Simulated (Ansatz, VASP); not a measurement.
## CoSi2: VASP beside Ansatz

```xyz
3
Lattice="0.0000 2.6825 2.6825 2.6825 0.0000 2.6825 2.6825 2.6825 0.0000" Properties=species:S:1:pos:R:3 pbc="T T T"
Co    0.0000    0.0000    0.0000
Si    1.3413    1.3413    1.3413
Si    4.0237    4.0237    4.0237
```

Alike in both runs: task relaxation of cell and atoms; functional PBE; dispersion D3(BJ); k mesh 14 × 14 × 14; occupations gaussian, width 0.1 eV; no spin polarisation.

|  | VASP | Ansatz |
| --- | --- | --- |
| version | VASP 6.6.1 | Ansatz 0.2.0 |
| potentials or method | VASP PAW PBE potentials, release 64 (Co, Si), cutoff 600 eV | scalar-relativistic, plane waves, PAW |
| valence electrons in the cell | 17 | 25 |

Ansatz gave:

```
gap on the k mesh at the Fermi level, each at its own relaxed structure (eV) : none
relaxed volume (Å³/atom)                                                     : 12.44
relaxed cell length with the largest relative difference (Å)                 : 3.751
```

Question: Estimate VASP's values.

Answer: gap on the k mesh at the Fermi level, each at its own relaxed structure (eV): none; relaxed volume (Å³/atom): 12.43; relaxed cell length with the largest relative difference (Å): 3.750.

A gap of «none» marks a metal or a gap that the smearing closes. VASP's potentials hold 17 valence electrons a cell and Ansatz's 25, so a difference there can come from the potentials and not from the codes.
